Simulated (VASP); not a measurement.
# Be (P6/mmm) in VASP: notebook

Be is run at these levels: PBE; tasks: relaxation of cell and atoms.

Program: VASP 6.6.1. These are calculated values, not measurements. Logs are shortened: lines on timing, memory, paths and dates and some standing lists are left out, and cuts for length are marked.

## (1) The cell of the first run

Symmetry: P6/mmm, No. 191, hexagonal system. The conventional cell has a = 3.543 Å, b = 3.543 Å, c = 2.197 Å, α = 90.00°, β = 90.00°, γ = 120.00°. Be (site symmetry 6/mmm) has 14 Be at 2.20 to 2.32 Å within 2.9 Å. Be (site symmetry -6m2) has 11 Be at 2.05 to 2.32 Å within 2.7 Å.

This isn't the form of Be at room conditions, which is hcp.

## (2) Relaxation of cell and atoms, PBE, target pressure -1.3 GPa, at which the enthalpy is minimised

INCAR

```
SYSTEM = Be
ALGO = Normal ; EDIFF = 1E-6
EDIFFG = -0.005 ; ENCUT = 600
GGA = PE ; IBRION = 2
ISIF = 3 ; ISMEAR = -1
LASPH = .True. ; LCHARG = .False.
LREAL = .False. ; LWAVE = .False.
NELM = 80 ; NSW = 60
PREC = Accurate ; PSTRESS = -13.0
SIGMA = 0.08
```

KPOINTS

```
k-points
0
Gamma
  10 10 14
  0 0 0
```

POSCAR

```
Be
1.0
    3.5430473244      0.0000000000      0.0000000000
   -1.7715236622      3.0683689897      0.0000000000
    0.0000000000      0.0000000000      2.1966893411
Be
3
Direct
    0.0000000000      0.0000000000      0.0000000000
    0.3333333333      0.6666666667      0.5000000000
    0.6666666667      0.3333333333      0.5000000000
```

Potentials or basis: VASP PAW PBE potentials, release 64 (Be).

The run is started by

```bash
$ cat potpaw_PBE.64/Be/POTCAR > POTCAR
$ mpirun -np 1 vasp_std > vasp.out
```

OUTCAR:

```text
SYSTEM = Be
   EDIFF = 1E-6
   EDIFFG = -0.005
   ENCUT = 600
   GGA = PE
   IBRION = 2
   ISIF = 3
   ISMEAR = -1
   LASPH = .True.
   LREAL = .False.
   NELM = 80
   NSW = 60
   PREC = Accurate
   PSTRESS = -13.0

 ion  position               nearest neighbor table
   1  0.000  0.000  0.000-   2 2.32   3 2.32   2 2.32   3 2.32   2 2.32   2 2.32   3 2.32   3 2.32
                             3 2.32   3 2.32   2 2.32   2 2.32
   2  0.333  0.667  0.500-   3 2.05   3 2.05   3 2.05   1 2.32   1 2.32   1 2.32   1 2.32   1 2.32
                             1 2.32
   3  0.667  0.333  0.500-   2 2.05   2 2.05   2 2.05   1 2.32   1 2.32   1 2.32   1 2.32   1 2.32
                             1 2.32

  LATTYP: Found a hexagonal cell.
 ALAT       =     3.5430473244
 C/A-ratio  =     0.6200000000

  Lattice vectors:

 A1 = (   3.5430473244,   0.0000000000,   0.0000000000)
 A2 = (  -1.7715236622,   3.0683689897,   0.0000000000)
 A3 = (   0.0000000000,   0.0000000000,   2.1966893411)

Analysis of symmetry for initial positions (statically):
=====================================================================
 Subroutine PRICEL returns:
 Original cell was already a primitive cell.

 Routine SETGRP: Setting up the symmetry group for a
 hexagonal supercell.

 Subroutine GETGRP returns: Found 24 space group operations
 (whereof 24 operations were pure point group operations)
 out of a pool of 24 trial point group operations.

The static configuration has the point symmetry D_6h.

Analysis of symmetry for dynamics (positions and initial velocities):
=====================================================================
 Subroutine PRICEL returns:
 Original cell was already a primitive cell.

 Routine SETGRP: Setting up the symmetry group for a
 hexagonal supercell.

 Subroutine GETGRP returns: Found 24 space group operations
 (whereof 24 operations were pure point group operations)
 out of a pool of 24 trial point group operations.

The dynamic configuration has the point symmetry D_6h.

 Subroutine INISYM returns: Found 24 space group operations
 (whereof 24 operations are pure point group operations),
 and found     1 'primitive' translations

----------------------------------------------------------------------------------------

                                     Primitive cell

  volume of cell :      23.8810

  direct lattice vectors                    reciprocal lattice vectors
     3.543047324  0.000000000  0.000000000     0.282242914  0.162953022  0.000000000
    -1.771523662  3.068368990  0.000000000     0.000000000  0.325906044  0.000000000
     0.000000000  0.000000000  2.196689341     0.000000000  0.000000000  0.455230506

  length of vectors
     3.543047324  3.543047324  2.196689341     0.325906044  0.325906044  0.455230506

  position of ions in fractional coordinates (direct lattice)
     0.000000000  0.000000000  0.000000000
     0.333333333  0.666666667  0.500000000
     0.666666667  0.333333333  0.500000000

  ion indices of the primitive-cell ions
   primitive index   ion index
                 1           1
                 2           2
                 3           3

----------------------------------------------------------------------------------------

 KPOINTS: k-points

Automatic generation of k-mesh.
 Grid dimensions read from file:
 generate k-points for:   10   10   14

 Generating k-lattice:

  Cartesian coordinates                     Fractional coordinates (reciprocal lattice)
     0.028224291  0.016295302  0.000000000     0.100000000  0.000000000  0.000000000
     0.000000000  0.032590604  0.000000000     0.000000000  0.100000000  0.000000000
     0.000000000  0.000000000  0.032516465     0.000000000  0.000000000  0.071428571

  Length of vectors
     0.032590604  0.032590604  0.032516465

  Shift w.r.t. Gamma in fractional coordinates (k-lattice)
     0.000000000  0.000000000  0.000000000

 Subroutine IBZKPT returns following result:
 ===========================================

 Found    112 irreducible k-points:

 Following reciprocal coordinates:
            Coordinates               Weight
  0.000000  0.000000  0.000000      1.000000
  0.100000  0.000000  0.000000      6.000000
  0.200000  0.000000  0.000000      6.000000
  0.300000 -0.000000  0.000000      6.000000
  0.400000 -0.000000  0.000000      6.000000
  0.500000  0.000000  0.000000      3.000000
[... 16 lines left out ...]
  0.300000  0.100000  0.071429     24.000000
  0.400000  0.100000  0.071429     24.000000
 [... further k-points ...]
   k-points           NKPTS =    112   k-points in BZ     NKDIM =    112   number of bands    NBANDS=      7
   number of dos      NEDOS =    301   number of ions     NIONS =      3
   total plane-waves  NPLWV =  14112
   dimension x,y,z NGX =    28 NGY =   28 NGZ =   18
   dimension x,y,z NGXF=    56 NGYF=   56 NGZF=   36
   ions per type =               3
   NGX,Y,Z   is equivalent  to a cutoff of  13.14, 13.14, 13.62 a.u.
   NGXF,Y,Z  is equivalent  to a cutoff of  26.28, 26.28, 27.24 a.u.
 SYSTEM =  Be
   PREC   = accura    normal or accurate (medium, high low for compatibility)
   ISTART =      0    job   : 0-new  1-cont  2-samecut
   ICHARG =      2    charge: 1-file 2-atom 10-const
   ISPIN  =      1    spin polarized calculation?
   LNONCOLLINEAR =      F non collinear calculations
   LSORBIT =      F    spin-orbit coupling
   LASPH  =      T    aspherical Exc in radial PAW
   ENCUT  =  600.0 eV  44.10 Ry    6.64 a.u.   7.08  7.08  4.39*2*pi/ulx,y,z
   NELM   =     80;   NELMIN=  2; NELMDL= -5     # of ELM steps
   EDIFF  = 0.1E-05   stopping-criterion for ELM
   LREAL  =      F    real-space projection
   EDIFFG = -.5E-02   stopping-criterion for IOM
   NSW    =     60    number of steps for IOM
   IBRION =      2    ionic relax: 0-MD 1-quasi-New 2-CG
   NFREE  =      1    steps in history (QN), initial steepest desc. (CG)
   ISIF   =      3    stress and relaxation
   ISYM   =      2    0-nonsym 1-usesym 2-fastsym
   POTIM  = 0.5000    time-step for ionic-motion
   TEBEG  =    0.0;   TEEND  =   0.0 temperature during run
   PSTRESS=  -13.0 pullay stress
   NELECT =       6.0000    total number of electrons
   NUPDOWN=      -1.0000    fix difference up-down
   EMIN   =  10.00;   EMAX   =-10.00  energy-range for DOS
   EFERMI =   0.00;   METHOD = LEGACY
   ISMEAR =    -1;   SIGMA  =   0.08  broadening in eV -4-tet -1-fermi 0-gaus
   EFERMI_NEDOS =   21; number of points for ismear=-14 and -15
   IALGO  =     38    algorithm
   IMIX   =      4    mixing-type and parameters
     AMIX     =   0.40;   BMIX     =  1.00
     AMIX_MAG =   1.60;   BMIX_MAG =  1.00
  volume/ion in A,a.u.               =       7.96        53.72
  Fermi-wavevector in a.u.,A,eV,Ry     =   1.033017  1.952119 14.519109  1.067124
  Thomas-Fermi vector in A             =   2.167243
   LORBIT       =      0    0 simple, 1 ext, 2 COOP (PROOUT), +10 PAW based schemes
   GGA     = PE    functional components
   LHFCALC =     F    Hartree Fock is set to
   AEXX    =    0.0000 exact exchange contribution
   IVDW    =     0    specifies the selected vdW correction
   LEPSILON=     F    determine dielectric tensor
   LRPA    =     F    only Hartree local field effects (RPA)
 conjugate gradient relaxation of ions
 non-spin polarized calculation
  energy-cutoff  :      600.00
  volume of cell :       23.88
 maximum number of plane-waves:       812
   NGX = 15   NGY = 15   NGZ =  9

--------------------------------------- Ionic step        1  -------------------------------------------

 number of electron       6.0000000 magnetization

 Free energy of the ion-electron system (eV)
  ---------------------------------------------------
  ext. energy  EPLUGINS =         0.00000000
  ---------------------------------------------------
  free energy    TOTEN  =       -10.73825500 eV

  energy without entropy =      -10.72753119  energy(sigma->0) =      -10.73289310

------------------------ aborting loop because EDIFF is reached ----------------------------------------

  FORCE on cell =-STRESS in cart. coord.  units (eV):
  Direction    XX          YY          ZZ          XY          YZ          ZX
  --------------------------------------------------------------------------------------
  -------------------------------------------------------------------------------------
  Total        0.4917499      0.4917499     -0.1183121      0.0000000      0.0000000      0.0000000
  in kB       32.9914700     32.9914700     -7.9375493      0.0000000      0.0000000      0.0000000
  external PRESSURE =      32.3484635 kB  Pullay stress =     -13.0000000 kB

 VOLUME and BASIS-vectors are now :
 -----------------------------------------------------------------------------
  energy-cutoff  :      600.00
  volume of cell :       23.88
      direct lattice vectors                 reciprocal lattice vectors
     3.543047324  0.000000000  0.000000000     0.282242914  0.162953022  0.000000000
    -1.771523662  3.068368990  0.000000000     0.000000000  0.325906044  0.000000000
     0.000000000  0.000000000  2.196689341     0.000000000  0.000000000  0.455230506
[... 165 lines left out ...]
  FREE ENERGIE OF THE ION-ELECTRON SYSTEM (eV)
  ---------------------------------------------------
  free  energy   TOTEN  =       -10.7412703985 eV

  energy  without entropy=      -10.7308196538  energy(sigma->0) =      -10.73604503

  enthalpy is  TOTEN    =       -10.9399991330 eV   P V=       -0.1987287345

--------------------------------------- Ionic step        6  -------------------------------------------

 number of electron       6.0000000 magnetization

 Free energy of the ion-electron system (eV)
  ---------------------------------------------------
  ext. energy  EPLUGINS =         0.00000000
  ---------------------------------------------------
  free energy    TOTEN  =       -10.74119095 eV

  energy without entropy =      -10.73070470  energy(sigma->0) =      -10.73594782

 E-fermi :   7.3710     XC(G=0): -10.5026

 val. band max:        7.3153373986   @ k =   0.5000   0.0000   0.3571
 cond. band min:       7.4401738499   @ k =   0.0000   0.0000   0.2143
 fundamental gap:      0.1248364514
 Fermi energy:         7.3709631240

 k-point     1 :       0.0000    0.0000    0.0000
  band No.  band energies     occupation
      1      -4.4102      2.00000
      2       6.1739      2.00000
      3       6.1739      2.00000
      4       6.3924      1.99999
      5       6.3924      1.99999
      6      12.7275      0.00000
      7      12.9526      0.00000

 k-point     2 :       0.1000    0.0000    0.0000
  band No.  band energies     occupation
      1      -4.2947      2.00000
      2       4.6148      2.00000
      3       4.9248      2.00000
      4       7.4671      0.46212
      5       7.9345      0.00174
      6      13.1927      0.00000
      7      13.3914      0.00000
[... 201 lines left out ...]
 k-point    23 :       0.3000    0.1000    0.0714
  band No.  band energies     occupation
      1      -2.7902      2.00000
      2       0.6429      2.00000
      3       2.4585      2.00000
      4       8.7486      0.00000
      5      12.6994      0.00000
      6      16.6971      0.00000
      7      18.0962      0.00000

 k-point    24 :       0.4000    0.1000    0.0714
  band No.  band energies     occupation
      1      -1.8680      2.00000
      2      -0.7178      2.00000
      3       2.1769      2.00000
      4       8.6774      0.00000
      5      15.0454      0.00000
      6      17.4650      0.00000
      7      18.4137      0.00000

 [... further k-points ...]

------------------------ aborting loop because EDIFF is reached ----------------------------------------

  FORCE on cell =-STRESS in cart. coord.  units (eV):
  Direction    XX          YY          ZZ          XY          YZ          ZX
  --------------------------------------------------------------------------------------
  -------------------------------------------------------------------------------------
  Total       -0.1878666     -0.1878666     -0.1978773      0.0000000     -0.0000000      0.0000000
  in kB      -12.2842841    -12.2842841    -12.9388665      0.0000000     -0.0000000      0.0000000
  external PRESSURE =       0.4975218 kB  Pullay stress =     -13.0000000 kB

 VOLUME and BASIS-vectors are now :
 -----------------------------------------------------------------------------
  energy-cutoff  :      600.00
  volume of cell :       24.50
      direct lattice vectors                 reciprocal lattice vectors
     3.583798345 -0.000000000  0.000000000     0.279033557  0.161100099 -0.000000000
    -1.791899172  3.103660409 -0.000000000     0.000000000  0.322200199 -0.000000000
     0.000000000  0.000000000  2.202888801     0.000000000  0.000000000  0.453949378

 POSITION                                       TOTAL-FORCE (eV/Angst)
 -----------------------------------------------------------------------------------
      0.00000      0.00000      0.00000         0.000000     -0.000000      0.000000
     -0.00000      2.06911      1.10144         0.000000     -0.000000      0.000000
      1.79190      1.03455      1.10144        -0.000000      0.000000     -0.000000
 -----------------------------------------------------------------------------------
    total drift:                                0.000000     -0.000000     -0.000000

  FREE ENERGIE OF THE ION-ELECTRON SYSTEM (eV)
  ---------------------------------------------------
  free  energy   TOTEN  =       -10.7411909482 eV

  energy  without entropy=      -10.7307046982  energy(sigma->0) =      -10.73594782

  enthalpy is  TOTEN    =       -10.9400031824 eV   P V=       -0.1988122341

 reached required accuracy - stopping structural energy minimisation
```

Run time: 20 s. Hardware: 1 thread of Intel Xeon 6975P-C (Granite Rapids), shared host; peak memory 0.14 GiB.

Results:

```yaml
Free_energy: -10.7412 eV
Relaxed_volume: 8.17 Å³/atom
Relaxed_cell: a = 3.584 Å, b = 3.584 Å, c = 2.203 Å, α = 90.00°, β = 90.00°, γ = 120.00°
Space_group_after_relaxing_to_0.1_Å: P6/mmm (No. 191)
Energy_change_on_relaxing_the_run_minimises_the_enthalpy: -1.0 meV/atom
Ionic_steps: 6
Pressure_after_relaxing: -1.3 GPa
Band_gap_on_the_k_mesh: zero (bands 3 and 4 overlap by 4.69 eV)
```

The path:
```tsv
step	energy change (eV)	largest force (eV/Å)	pressure (GPa)	volume (Å³)
1	0.0000	0.0000	1.93	23.88
2	-0.0034	0.0000	-0.99	24.44
3	-0.0031	0.0000	-1.17	24.48
4	-0.0032	0.0000	-1.11	24.46
5	-0.0030	0.0000	-1.21	24.49
6	-0.0029	0.0000	-1.25	24.50
```

Final structure:
```cif
data_structure
_symmetry_space_group_name_H-M 'P 1'
_symmetry_Int_Tables_number 1
_cell_length_a 3.5838
_cell_length_b 3.5838
_cell_length_c 2.2029
_cell_angle_alpha 90.000
_cell_angle_beta 90.000
_cell_angle_gamma 120.000
_cell_volume 24.50
loop_
_atom_site_label
_atom_site_type_symbol
_atom_site_fract_x
_atom_site_fract_y
_atom_site_fract_z
_atom_site_occupancy
Be1 Be 0.00000 0.00000 0.00000 1
Be2 Be 0.33333 0.66667 0.50000 1
Be3 Be 0.66667 0.33333 0.50000 1
```

Levels at points of the mesh, in eV from the Fermi level:
```csv
k point,band 1,band 2,band 3,band 4,band 5,band 6,band 7
"(0.00, 0.00, 0.00)",-11.78,-1.20,-1.20,-0.98,-0.98,5.36,5.58
"(0.50, 0.00, 0.00)",-8.93,-8.86,-4.86,0.54,9.60,10.04,11.15
"(0.00, 0.00, 0.50)",-6.41,-5.62,3.71,3.71,4.30,5.87,5.87
"(0.50, 0.00, 0.50)",-4.40,-4.31,-1.79,-0.58,1.34,3.78,5.60
```

Caveat: the cell is relaxed towards a set pressure, so the run minimises the enthalpy, not the energy.

## (3) Relaxation of cell and atoms, PBE, target pressure -1.3 GPa, at which the enthalpy is minimised

This run uses another cell than the first one, of 8.16 Å³/atom.

INCAR

```
PREC     = Accurate       # precision mode
ENCUT    = 600            # plane-wave cutoff, eV
EDIFF    = 1E-6           # SCF threshold, eV
ISMEAR   = -1             # smearing method
SIGMA    = 0.08           # smearing width, eV
LREAL    = False          # projectors in reciprocal space
LASPH    = True           # aspherical terms in the spheres
NELM     = 100            # most SCF steps
ALGO     = Normal         # electronic algorithm
ISIF     = 3              # what is computed and relaxed
LWAVE    = False          # write WAVECAR
LCHARG   = False          # write CHGCAR
GGA      = PE             # functional
IBRION   = 2              # ionic algorithm
NSW      = 32             # ionic steps
EDIFFG   = -0.005         # ionic threshold
PSTRESS  = -13.0
```

KPOINTS

```
Automatic mesh
0
Gamma
  10 10 14
```

POSCAR

```
Be
1.0
    3.5829832342      0.0000000000      0.0000000000
   -1.7914916171      3.1029545021      0.0000000000
    0.0000000000      0.0000000000      2.2019664072
Be
3
Direct
    0.0000000000      0.0000000000      0.0000000000
    0.3333333333      0.6666666667      0.5000000000
    0.6666666667      0.3333333333      0.5000000000
```

Potentials or basis: VASP PAW PBE potentials, release 64 (Be).

The run is started by

```bash
$ cat potpaw_PBE.64/Be/POTCAR > POTCAR
$ mpirun -np 1 vasp_std > vasp.out
```

It took 11 s on 1 thread of Intel Xeon 6975P-C (Granite Rapids), shared host; peak memory 0.14 GiB.

The run converged. Its results:

```
Free energy                                                : -10.7412 eV
Relaxed volume                                             : 8.17 Å³/atom
Relaxed cell                                               : a = 3.584 Å, b = 3.584 Å, c = 2.203 Å, α = 90.00°, β = 90.00°, γ = 120.00°
Space group after relaxing (to 0.1 Å)                      : P6/mmm (No. 191)
Energy change on relaxing (the run minimises the enthalpy) : +0.1 meV/atom
Ionic steps                                                : 2
Pressure after relaxing                                    : -1.3 GPa
Band gap on the k mesh                                     : zero (bands 3 and 4 overlap by 4.69 eV)
```

Step by step:
```csv
step,energy change (eV),largest force (eV/Å),pressure (GPa),volume (Å³)
1,0.0000,0.0000,-1.16,24.48
2,0.0002,0.0000,-1.28,24.51
```

Final structure:
```yaml
crystal:
  lattice:
    - [3.58432, 0.00000, 0.00000]
    - [-1.79216, 3.10412, 0.00000]
    - [0.00000, 0.00000, 2.20260]
  atoms:
    - { symbol: Be, position: [0.00000, 0.00000, 0.00000] }
    - { symbol: Be, position: [0.33333, 0.66667, 0.50000] }
    - { symbol: Be, position: [0.66667, 0.33333, 0.50000] }
```

Levels at points of the mesh, in eV from the Fermi level:
| k point | band 1 | band 2 | band 3 | band 4 | band 5 | band 6 | band 7 |
| --- | --- | --- | --- | --- | --- | --- | --- |
| (0.00, 0.00, 0.00) | -11.78 | -1.20 | -1.20 | -0.98 | -0.98 | 5.35 | 5.58 |
| (0.50, 0.00, 0.00) | -8.93 | -8.86 | -4.86 | 0.54 | 9.60 | 10.03 | 11.15 |
| (0.00, 0.00, 0.50) | -6.41 | -5.61 | 3.71 | 3.71 | 4.29 | 5.87 | 5.87 |
| (0.50, 0.00, 0.50) | -4.40 | -4.31 | -1.79 | -0.58 | 1.34 | 3.78 | 5.60 |

Caveat: the cell is relaxed towards a set pressure, so the run minimises the enthalpy, not the energy.

The gap in the log of VASP goes by the Fermi energy; the results here count the filled bands.